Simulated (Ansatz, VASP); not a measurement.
# One calculation of ScW, two programs

```xyz
2
Lattice="2.8333 0.0000 0.0000 -1.4167 2.4537 0.0000 0.0000 0.0000 5.5253" Properties=species:S:1:pos:R:3 pbc="T T T"
Sc    0.0000    0.0000    0.0000
W     0.0000    0.0000    2.7627
```

Alike in both runs: functional PBE; k mesh 8 × 8 × 4; occupations gaussian, width 0.2 eV; no spin polarisation.

Ansatz relaxed the structure, and its values are those at the end. VASP's run is a single point on that final structure, the one shown.

|  | VASP | Ansatz |
| --- | --- | --- |
| version | VASP 6.6.1 | Ansatz 0.2.0 |
| potentials or method | VASP PAW PBE potentials, release 64 (Sc_sv, W_sv), cutoff 500 eV | scalar-relativistic, plane waves, PAW |
| valence electrons in the cell | 25 | 25 |

|  | VASP | Ansatz | Ansatz less VASP |
| --- | --- | --- | --- |
| gap on the k mesh at the Fermi level (eV) | none | none | - |
| pressure (GPa) | 0.2 | 0.0 | -0.20 |

A gap of «none» marks a metal or a gap that the smearing closes. With one functional, cell and mesh, what is left measures potentials, basis and numerics.

Neither program's run includes spin-orbit coupling.
